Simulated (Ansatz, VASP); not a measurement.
# One calculation of Sn2PbS3, two programs

The input INCAR:

```
PREC = Accurate ; ENCUT = 520
EDIFF = 1E-6 ; ISMEAR = 0
SIGMA = 0.1 ; LREAL = F
LASPH = T ; NELM = 80
ALGO = Normal ; ISIF = 2
LWAVE = F ; LCHARG = T
GGA = PE ; LELF = T
LVHAR = T ; NBANDS = 72
```

File KPOINTS:

```
regular mesh
0
Gamma
  2 2 4
```

The input POSCAR:

```
Sn2PbS3
1.0
    6.3417550800     -5.8504781100      0.0000000000
    6.3417550800      5.8504781100      0.0000000000
    0.0000000000      0.0000000000      4.2573951700
Sn Pb S
4 2 6
Direct
    0.0466666700      0.2866666700      0.7500000000
    0.7133333300      0.9533333300      0.7500000000
    0.2866666700      0.0466666700      0.2500000000
    0.9533333300      0.7133333300      0.2500000000
    0.3800000000      0.6200000000      0.7500000000
    0.6200000000      0.3800000000      0.2500000000
    0.1510000100      0.8489999900      0.7500000000
    0.8176666700      0.5156666600      0.7500000000
    0.4843333400      0.1823333300      0.7500000000
    0.8489999900      0.1510000100      0.2500000000
    0.5156666600      0.8176666700      0.2500000000
    0.1823333300      0.4843333400      0.2500000000
```

Input for Ansatz:

```yaml
crystal:
  lattice:
    - [6.34175508, -5.85047811, 0.0]
    - [6.34175508, 5.85047811, 0.0]
    - [0.0, 0.0, 4.25739517]
  atoms:
    - { symbol: Sn, position: [0.04666667, 0.28666667, 0.75] }
    - { symbol: Sn, position: [0.71333333, 0.95333333, 0.75] }
    - { symbol: Sn, position: [0.28666667, 0.04666667, 0.25] }
    - { symbol: Sn, position: [0.95333333, 0.71333333, 0.25] }
    - { symbol: Pb, position: [0.38, 0.62, 0.75] }
    - { symbol: Pb, position: [0.62, 0.38, 0.25] }
    - { symbol: S, position: [0.15100001, 0.84899999, 0.75] }
    - { symbol: S, position: [0.81766667, 0.51566666, 0.75] }
    - { symbol: S, position: [0.48433334, 0.18233333, 0.75] }
    - { symbol: S, position: [0.84899999, 0.15100001, 0.25] }
    - { symbol: S, position: [0.51566666, 0.81766667, 0.25] }
    - { symbol: S, position: [0.18233333, 0.48433334, 0.25] }
basis:
  ecutwfc: 420
kpoints:
  mp_grid: { grid: [2, 2, 4] }
hamiltonian:
  xc: pbe
scf:
  occupations: { method: gaussian, width: 0.1 }
  lower_state_search: "off"
output:
  forces: true
  stress: true
  eigenvalues: true
```

Alike in both runs: task single point; functional PBE; k mesh 2 × 2 × 4; occupations gaussian, width 0.1 eV; no spin polarisation.

|  | VASP | Ansatz |
| --- | --- | --- |
| version | VASP 6.6.1 | Ansatz 0.2.0 |
| potentials or method | VASP PAW PBE potentials, release 64 (Sn_d, Pb_d, S), cutoff 520 eV | scalar-relativistic, plane waves, PAW |
| valence electrons in the cell | 120 | 120 |

Ansatz gave:

* gap on the k mesh at the Fermi level (eV): 1.02
* least direct gap on the mesh (eV): 1.05
* pressure (GPa): -2.4
* traceless stress, the component that is largest in VASP (GPa): 1.12
* rms of the force components (eV/Å): 0.288

Problem. What did VASP give for the same quantities?

Solution. gap on the k mesh at the Fermi level (eV): 1.01; least direct gap on the mesh (eV): 1.04; pressure (GPa): -2.5; traceless stress, the component that is largest in VASP (GPa): 1.09; rms of the force components (eV/Å): 0.288.

Atom by atom the forces differ by 0.001 eV/Å (rms over components). With one functional, cell and mesh, what is left measures potentials, basis and numerics.

Spin-orbit coupling is off throughout.
